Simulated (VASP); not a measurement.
# MgO (Fm-3m) in VASP: notebook

Runs on MgO. Level: HSE06. Tasks: single point.

Everything below comes from runs of VASP 6.6.1. Logs are shortened: lines on timing, memory, paths and dates and some standing lists are left out, and cuts for length are marked.

### 1 The cell of the first run

It takes space group Fm-3m (No. 225, cubic). Conventional cell: a = 4.036 Å, b = 4.036 Å, c = 4.036 Å, α = 90.00°, β = 90.00°, γ = 90.00°. Mg (site symmetry m-3m) has 6 O at 2.02 Å within 2.7 Å. Within 2.7 Å of O (site symmetry m-3m) lie 6 Mg at 2.02 Å.

### 2 Single point, HSE06 (strain -4.0%)

The input, POSCAR:

```
MgO
1.0
    0.0000000000      2.0180807188      2.0180807188
    2.0180807188      0.0000000000      2.0180807188
    2.0180807188      2.0180807188      0.0000000000
Mg O
1 1
Direct
    0.0000000000      0.0000000000      0.0000000000
    0.5000000000      0.5000000000      0.5000000000
```

The input, INCAR.step1:

```
SYSTEM = MgO
PREC = Accurate
ENCUT = 520
EDIFF = 1E-5
ISMEAR = 0
SIGMA = 0.01
LREAL = .FALSE.
LASPH = .TRUE.
NELM = 100
ALGO = Normal
ISIF = 2
LWAVE = .TRUE.
LCHARG = .FALSE.
GGA = PE
NBANDS = 11
```

The input, INCAR.step2:

```
SYSTEM = MgO
PREC = Accurate
ENCUT = 520
EDIFF = 1E-6
ISMEAR = 0
SIGMA = 0.01
LREAL = .FALSE.
LASPH = .TRUE.
NELM = 100
ALGO = Normal
ISIF = 2
LWAVE = .FALSE.
LCHARG = .FALSE.
GGA = PE
LHFCALC = .TRUE.
HFSCREEN = 0.2079
PRECFOCK = Normal
ISTART = 1
NBANDS = 11
```

The input, KPOINTS:

```
Automatic mesh
0
G
  8 8 8
  0 0 0
```

Potentials or basis: VASP PAW PBE potentials, release 64 (Mg, O).

Started as:

```bash
$ cat potpaw_PBE.64/Mg/POTCAR potpaw_PBE.64/O/POTCAR > POTCAR
$ cp INCAR.step1 INCAR
$ mpirun -np 1 vasp_std > vasp.out
$ cp INCAR.step2 INCAR
$ mpirun -np 1 vasp_std > vasp.out
```

OUTCAR:

```text
SYSTEM = MgO
   PREC = Accurate
   ENCUT = 520
   EDIFF = 1E-6
   ISMEAR = 0
   LREAL = .FALSE.
   LASPH = .TRUE.
   NELM = 100
   ISIF = 2
   GGA = PE
   LHFCALC = .TRUE.
   HFSCREEN = 0.2079
   PRECFOCK = Normal
   ISTART = 1

 ion  position               nearest neighbor table
   1  0.000  0.000  0.000-   2 2.02   2 2.02   2 2.02   2 2.02   2 2.02   2 2.02
   2  0.500  0.500  0.500-   1 2.02   1 2.02   1 2.02   1 2.02   1 2.02   1 2.02

  LATTYP: Found a face centered cubic cell.
 ALAT       =     4.0361614376

  Lattice vectors:

 A1 = (   0.0000000000,   2.0180807188,   2.0180807188)
 A2 = (   2.0180807188,   0.0000000000,   2.0180807188)
 A3 = (   2.0180807188,   2.0180807188,   0.0000000000)

Analysis of symmetry for initial positions (statically):
=====================================================================
 Subroutine PRICEL returns:
 Original cell was already a primitive cell.

 Routine SETGRP: Setting up the symmetry group for a
 face centered cubic supercell.

 Subroutine GETGRP returns: Found 48 space group operations
 (whereof 48 operations were pure point group operations)
 out of a pool of 48 trial point group operations.

The static configuration has the point symmetry O_h .

Analysis of symmetry for dynamics (positions and initial velocities):
=====================================================================
 Subroutine PRICEL returns:
 Original cell was already a primitive cell.

 Routine SETGRP: Setting up the symmetry group for a
 face centered cubic supercell.

 Subroutine GETGRP returns: Found 48 space group operations
 (whereof 48 operations were pure point group operations)
 out of a pool of 48 trial point group operations.

The dynamic configuration has the point symmetry O_h .

 Subroutine INISYM returns: Found 48 space group operations
 (whereof 48 operations are pure point group operations),
 and found     1 'primitive' translations

----------------------------------------------------------------------------------------

                                     Primitive cell

  volume of cell :      16.4379

  direct lattice vectors                    reciprocal lattice vectors
     0.000000000  2.018080719  2.018080719    -0.247760159  0.247760159  0.247760159
     2.018080719  0.000000000  2.018080719     0.247760159 -0.247760159  0.247760159
     2.018080719  2.018080719  0.000000000     0.247760159  0.247760159 -0.247760159

  length of vectors
     2.853997122  2.853997122  2.853997122     0.429133184  0.429133184  0.429133184

  position of ions in fractional coordinates (direct lattice)
     0.000000000  0.000000000  0.000000000
     0.500000000  0.500000000  0.500000000

  ion indices of the primitive-cell ions
   primitive index   ion index
                 1           1
                 2           2

----------------------------------------------------------------------------------------

 KPOINTS: Automatic mesh

Automatic generation of k-mesh.
 Grid dimensions read from file:
 generate k-points for:    8    8    8

 Generating k-lattice:

  Cartesian coordinates                     Fractional coordinates (reciprocal lattice)
    -0.030970020  0.030970020  0.030970020     0.125000000  0.000000000  0.000000000
     0.030970020 -0.030970020  0.030970020     0.000000000  0.125000000  0.000000000
     0.030970020  0.030970020 -0.030970020     0.000000000  0.000000000  0.125000000

  Length of vectors
     0.053641648  0.053641648  0.053641648

  Shift w.r.t. Gamma in fractional coordinates (k-lattice)
     0.000000000  0.000000000  0.000000000

 Subroutine IBZKPT returns following result:
 ===========================================

 Found     29 irreducible k-points:

 Following reciprocal coordinates:
            Coordinates               Weight
  0.000000  0.000000  0.000000      1.000000
  0.125000  0.000000  0.000000      8.000000
  0.250000  0.000000  0.000000      8.000000
  0.375000  0.000000  0.000000      8.000000
  0.500000  0.000000  0.000000      4.000000
  0.125000  0.125000  0.000000      6.000000
[... 16 lines left out ...]
  0.500000  0.250000  0.125000     48.000000
 -0.375000  0.250000  0.125000     24.000000
 [... further k-points ...]
   k-points           NKPTS =     29   k-points in BZ     NKDIM =    512   number of bands    NBANDS=     11
   number of dos      NEDOS =    301   number of ions     NIONS =      2
   total plane-waves  NPLWV =  13824
   dimension x,y,z NGX =    24 NGY =   24 NGZ =   24
   dimension x,y,z NGXF=    48 NGYF=   48 NGZF=   48
   ions per type =               1   1
   NGX,Y,Z   is equivalent  to a cutoff of  13.98, 13.98, 13.98 a.u.
   NGXF,Y,Z  is equivalent  to a cutoff of  27.96, 27.96, 27.96 a.u.
 SYSTEM =  MgO
   PREC   = accura    normal or accurate (medium, high low for compatibility)
   ISTART =      1    job   : 0-new  1-cont  2-samecut
   ICHARG =      0    charge: 1-file 2-atom 10-const
   ISPIN  =      1    spin polarized calculation?
   LNONCOLLINEAR =      F non collinear calculations
   LSORBIT =      F    spin-orbit coupling
   LASPH  =      T    aspherical Exc in radial PAW
   ENCUT  =  520.0 eV  38.22 Ry    6.18 a.u.   5.31  5.31  5.31*2*pi/ulx,y,z
   NELM   =    100;   NELMIN=  2; NELMDL=  0     # of ELM steps
   EDIFF  = 0.1E-05   stopping-criterion for ELM
   LREAL  =      F    real-space projection
   EDIFFG = 0.1E-04   stopping-criterion for IOM
   NSW    =      0    number of steps for IOM
   IBRION =     -1    ionic relax: 0-MD 1-quasi-New 2-CG
   NFREE  =      0    steps in history (QN), initial steepest desc. (CG)
   ISIF   =      2    stress and relaxation
   ISYM   =      3    0-nonsym 1-usesym 2-fastsym
   POTIM  = 0.5000    time-step for ionic-motion
   TEBEG  =    0.0;   TEEND  =   0.0 temperature during run
   PSTRESS=    0.0 pullay stress
   NELECT =       8.0000    total number of electrons
   NUPDOWN=      -1.0000    fix difference up-down
   EMIN   =  10.00;   EMAX   =-10.00  energy-range for DOS
   EFERMI =   0.00;   METHOD = LEGACY
   ISMEAR =     0;   SIGMA  =   0.01  broadening in eV -4-tet -1-fermi 0-gaus
   EFERMI_NEDOS =   21; number of points for ismear=-14 and -15
   IALGO  =     38    algorithm
   IMIX   =      1    mixing-type and parameters
     AMIX     =   0.40;   BMIX     =  1.00
     AMIX_MAG =   1.60;   BMIX_MAG =  1.00
  volume/ion in A,a.u.               =       8.22        55.46
  Fermi-wavevector in a.u.,A,eV,Ry     =   1.287725  2.433446 22.561649  1.658234
  Thomas-Fermi vector in A             =   2.419721
   LORBIT       =      0    0 simple, 1 ext, 2 COOP (PROOUT), +10 PAW based schemes
   GGA     = PE    functional components
   LHFCALC =     T    Hartree Fock is set to
   PRECFOCK=normal    Normal, Fast or Accurate (Low or Medium for compatibility)
   ENCUT4O =  -1.0   cutoff for four orbital integrals eV
   NKREDX  =     1    reduce k-point grid by
   NKREDY  =     1    reduce k-point grid by
   NKREDZ  =     1    reduce k-point grid by
   AEXX    =    0.2500 exact exchange contribution
   HFSCREEN=    0.2079 screening length (either q_TF or 0.3 A-1)
   HFSCREENC=   0.2079 screening length for correlation (either q_TF or 0.3 A-1)
   ENCUTFOCK=  -1.0 apply spherical cutoff to Coloumb kernel
   IVDW    =     0    specifies the selected vdW correction
   LEPSILON=     F    determine dielectric tensor
   LRPA    =     F    only Hartree local field effects (RPA)
 non-spin polarized calculation
 Gauss-broadening in eV      SIGMA  =   0.01
  energy-cutoff  :      520.00
  volume of cell :       16.44
 maximum number of plane-waves:       459
 NGX is ok and might be reduce to    24
  NGX = 16; NGY = 16; NGZ = 16

 number of electron       7.9999999 magnetization

 Free energy of the ion-electron system (eV)
  ---------------------------------------------------
  ext. energy  EPLUGINS =         0.00000000
  ---------------------------------------------------
  free energy    TOTEN  =       -14.05697914 eV

  energy without entropy =      -14.05697914  energy(sigma->0) =      -14.05697914

 E-fermi :   3.0398     XC(G=0):  -9.5838

 val. band max:        2.9206554632   @ k =   0.0000   0.0000   0.0000
 cond. band min:      10.8279896577   @ k =   0.0000   0.0000   0.0000
 fundamental gap:      7.9073341945
 Fermi energy:         3.0397605545

 k-point     1 :       0.0000    0.0000    0.0000
  band No.  band energies     occupation
      1     -16.6286      2.00000
      2       2.9207      2.00000
      3       2.9207      2.00000
      4       2.9207      2.00000
      5      10.8280      0.00000
      6      21.4704      0.00000
      7      21.4704      0.00000
      8      21.4704      0.00000
      9      25.7727      0.00000
     10      27.8482      0.00000
     11      27.8482      0.00000

 k-point     2 :       0.1250    0.0000    0.0000
  band No.  band energies     occupation
      1     -16.4158      2.00000
      2       1.8786      2.00000
      3       2.7812      2.00000
      4       2.7812      2.00000
      5      11.7493      0.00000
      6      19.7228      0.00000
      7      21.9310      0.00000
      8      21.9310      0.00000
      9      27.0881      0.00000
     10      27.0881      0.00000
     11      28.4359      0.00000

 k-point     3 :       0.2500    0.0000    0.0000
  band No.  band energies     occupation
      1     -15.8571      2.00000
      2      -0.1627      2.00000
      3       2.4609      2.00000
      4       2.4609      2.00000
      5      13.1655      0.00000
      6      18.4011      0.00000
      7      22.7278      0.00000
      8      22.7278      0.00000
      9      26.7421      0.00000
     10      26.7421      0.00000
     11      29.4427      0.00000

 k-point     4 :       0.3750    0.0000    0.0000
  band No.  band energies     occupation
      1     -15.2133      2.00000
      2      -1.9342      2.00000
      3       2.1609      2.00000
      4       2.1609      2.00000
      5      13.5632      0.00000
      6      18.8524      0.00000
      7      22.8020      0.00000
      8      22.8020      0.00000
      9      28.2175      0.00000
     10      28.2175      0.00000
     11      28.5287      0.00000

 k-point     5 :       0.5000    0.0000    0.0000
  band No.  band energies     occupation
      1     -14.9128      2.00000
      2      -2.6416      2.00000
      3       2.0419      2.00000
      4       2.0419      2.00000
      5      13.5156      0.00000
      6      19.3961      0.00000
      7      22.6889      0.00000
      8      22.6889      0.00000
      9      28.1185      0.00000
     10      29.4997      0.00000
     11      29.4997      0.00000
[... 211 lines left out ...]
 k-point    21 :       0.5000    0.5000    0.0000
  band No.  band energies     occupation
      1     -14.5932      2.00000
      2      -2.0467      2.00000
      3       1.2545      2.00000
      4       1.2545      2.00000
      5      13.9563      0.00000
      6      16.3326      0.00000
      7      19.8239      0.00000
      8      26.4618      0.00000
      9      26.4618      0.00000
     10      33.3672      0.00000
     11      33.8444      0.00000

 k-point    22 :       0.3750    0.2500    0.1250
  band No.  band energies     occupation
      1     -15.4566      2.00000
      2      -0.6169      2.00000
      3       1.4887      2.00000
      4       2.1201      2.00000
      5      14.8110      0.00000
      6      16.8697      0.00000
      7      21.6290      0.00000
      8      24.2767      0.00000
      9      24.4458      0.00000
     10      29.2155      0.00000
     11      33.4172      0.00000

 k-point    23 :       0.5000    0.2500    0.1250
  band No.  band energies     occupation
      1     -14.9492      2.00000
      2      -1.5174      2.00000
      3       0.7848      2.00000
      4       1.8017      2.00000
      5      15.5085      0.00000
      6      17.6158      0.00000
      7      20.4585      0.00000
      8      23.9402      0.00000
      9      26.3285      0.00000
     10      29.4065      0.00000
     11      33.5129      0.00000

 k-point    24 :      -0.3750    0.2500    0.1250
  band No.  band energies     occupation
      1     -14.7202      2.00000
      2      -1.9117      2.00000
      3       0.5332      2.00000
      4       1.6550      2.00000
      5      15.4922      0.00000
      6      18.5181      0.00000
      7      20.0506      0.00000
      8      23.6878      0.00000
      9      27.2738      0.00000
     10      29.1625      0.00000
     11      33.5669      0.00000

 [... further k-points ...]

------------------------ aborting loop because EDIFF is reached ----------------------------------------

  FORCE on cell =-STRESS in cart. coord.  units (eV):
  Direction    XX          YY          ZZ          XY          YZ          ZX
  --------------------------------------------------------------------------------------
  -------------------------------------------------------------------------------------
  Total        2.6459857      2.6459857      2.6459857     -0.0000000     -0.0000000      0.0000000
  in kB      257.9006781    257.9006781    257.9006781     -0.0000000     -0.0000000      0.0000000
  external PRESSURE =     257.9006781 kB  Pullay stress =       0.0000000 kB

 VOLUME and BASIS-vectors are now :
 -----------------------------------------------------------------------------
  energy-cutoff  :      520.00
  volume of cell :       16.44
      direct lattice vectors                 reciprocal lattice vectors
     0.000000000  2.018080719  2.018080719    -0.247760159  0.247760159  0.247760159
     2.018080719  0.000000000  2.018080719     0.247760159 -0.247760159  0.247760159
     2.018080719  2.018080719  0.000000000     0.247760159  0.247760159 -0.247760159

 POSITION                                       TOTAL-FORCE (eV/Angst)
 -----------------------------------------------------------------------------------
      0.00000      0.00000      0.00000         0.000000     -0.000000      0.000000
      2.01808      2.01808      2.01808        -0.000000      0.000000     -0.000000
 -----------------------------------------------------------------------------------
    total drift:                                0.000316      0.000401      0.000407

  FREE ENERGIE OF THE ION-ELECTRON SYSTEM (eV)
  ---------------------------------------------------
  free  energy   TOTEN  =       -14.0569791420 eV

  energy  without entropy=      -14.0569791420  energy(sigma->0) =      -14.05697914
```

Run time: 7.7 min. Hardware: 1 thread of Intel Xeon 6975P-C (Granite Rapids), shared host; peak memory 0.25 GiB.

Results:

```
Free energy            : -14.0570 eV
Pressure               : 25.8 GPa
Band gap on the k mesh : 7.91 eV
```

Caveat: the cell differs from its parent crystal (strain -4.0%); the cell stands under pressure; the PAW data sets were made with another functional, which shifts forces and pressure a little.

### 3 Single point, HSE06 (strain -3.0%)

The input, POSCAR:

```
MgO
1.0
    0.0000000000      2.0391023930      2.0391023930
    2.0391023930      0.0000000000      2.0391023930
    2.0391023930      2.0391023930      0.0000000000
Mg O
1 1
Direct
    0.0000000000      0.0000000000      0.0000000000
    0.5000000000      0.5000000000      0.5000000000
```

The input, INCAR.step1:

```
SYSTEM = MgO
PREC     = Accurate       ! precision mode
ENCUT    = 520            ! plane-wave cutoff, eV
EDIFF    = 1E-5           ! SCF threshold, eV
ISMEAR   = 0              ! smearing method
SIGMA    = 0.01           ! smearing width, eV
LREAL    = .FALSE.        ! projectors in reciprocal space
LASPH    = .TRUE.         ! aspherical terms in the spheres
NELM     = 60             ! most SCF steps
ALGO     = Normal         ! electronic algorithm
ISIF     = 2              ! what is computed and relaxed
LWAVE    = .TRUE.         ! write WAVECAR
GGA      = PE             ! functional
NBANDS   = 11             ! bands
```

The input, INCAR.step2:

```
SYSTEM = MgO
PREC     = Accurate       ! precision mode
ENCUT    = 520            ! plane-wave cutoff, eV
EDIFF    = 1E-6           ! SCF threshold, eV
ISMEAR   = 0              ! smearing method
SIGMA    = 0.01           ! smearing width, eV
LREAL    = .FALSE.        ! projectors in reciprocal space
LASPH    = .TRUE.         ! aspherical terms in the spheres
NELM     = 60             ! most SCF steps
ALGO     = Normal         ! electronic algorithm
ISIF     = 2              ! what is computed and relaxed
LWAVE    = .FALSE.        ! write WAVECAR
LCHARG   = .TRUE.         ! write CHGCAR
GGA      = PE             ! functional
LHFCALC  = .TRUE.         ! exact exchange
HFSCREEN = 0.2079         ! screening, 1/A
PRECFOCK = Normal       
LELF     = .TRUE.         ! ELF
LVHAR    = .TRUE.       
ISTART   = 1            
NBANDS   = 11             ! bands
```

The input, KPOINTS:

```
regular mesh
0
G
  8 8 8
  0 0 0
```

Potentials or basis: VASP PAW PBE potentials, release 64 (Mg, O).

Started as:

```bash
$ cat potpaw_PBE.64/Mg/POTCAR potpaw_PBE.64/O/POTCAR > POTCAR
$ cp INCAR.step1 INCAR
$ mpirun -np 1 vasp_std > vasp.out
$ cp INCAR.step2 INCAR
$ mpirun -np 1 vasp_std > vasp.out
```

OUTCAR:

```text
SYSTEM = MgO
   PREC = Accurate
   ENCUT = 520
   EDIFF = 1E-6
   ISMEAR = 0
   LREAL = .FALSE.
   LASPH = .TRUE.
   NELM = 60
   ISIF = 2
   GGA = PE
   LHFCALC = .TRUE.
   HFSCREEN = 0.2079
   PRECFOCK = Normal
   ISTART = 1

 ion  position               nearest neighbor table
   1  0.000  0.000  0.000-   2 2.04   2 2.04   2 2.04   2 2.04   2 2.04   2 2.04
   2  0.500  0.500  0.500-   1 2.04   1 2.04   1 2.04   1 2.04   1 2.04   1 2.04

  LATTYP: Found a face centered cubic cell.
[... 537 lines left out ...]

  FORCE on cell =-STRESS in cart. coord.  units (eV):
  Direction    XX          YY          ZZ          XY          YZ          ZX
  --------------------------------------------------------------------------------------
  -------------------------------------------------------------------------------------
  Total        1.8888043      1.8888043      1.8888043      0.0000000      0.0000000      0.0000000
  in kB      178.4639309    178.4639309    178.4639309      0.0000000      0.0000000      0.0000000
  external PRESSURE =     178.4639309 kB  Pullay stress =       0.0000000 kB

 VOLUME and BASIS-vectors are now :
 -----------------------------------------------------------------------------
  energy-cutoff  :      520.00
  volume of cell :       16.96
      direct lattice vectors                 reciprocal lattice vectors
     0.000000000  2.039102393  2.039102393    -0.245205931  0.245205931  0.245205931
     2.039102393  0.000000000  2.039102393     0.245205931 -0.245205931  0.245205931
     2.039102393  2.039102393  0.000000000     0.245205931  0.245205931 -0.245205931

 POSITION                                       TOTAL-FORCE (eV/Angst)
 -----------------------------------------------------------------------------------
      0.00000      0.00000      0.00000         0.000000     -0.000000      0.000000
      2.03910      2.03910      2.03910         0.000000      0.000000     -0.000000
 -----------------------------------------------------------------------------------
    total drift:                                0.000083      0.000113      0.000114

  FREE ENERGIE OF THE ION-ELECTRON SYSTEM (eV)
  ---------------------------------------------------
  free  energy   TOTEN  =       -14.1280140492 eV

  energy  without entropy=      -14.1280140492  energy(sigma->0) =      -14.12801405
```

It took 14 min on 1 thread of Intel Xeon 6975P-C (Granite Rapids), shared host; peak memory 0.26 GiB.

What came out:

| Item | Value |
| --- | --- |
| Free energy | -14.1280 eV |
| Pressure | 17.8 GPa |
| Band gap on the k mesh | 7.53 eV |

Levels at points of the mesh, in eV from the valence-band top:
| k point | band 2 | band 3 | band 4 | band 5 | band 6 | band 7 |
| --- | --- | --- | --- | --- | --- | --- |
| (0.00, 0.00, 0.00) | 0.00 | 0.00 | 0.00 | 7.53 | 18.36 | 18.36 |
| (0.50, 0.00, 0.00) | -5.40 | -0.83 | -0.83 | 10.36 | 16.08 | 19.41 |
| (0.50, 0.50, 0.00) | -4.82 | -1.62 | -1.62 | 11.00 | 13.02 | 16.51 |

Caveat: the cell differs from its parent crystal (strain -3.0%); the cell stands under pressure; the PAW data sets were made with another functional, which shifts forces and pressure a little.
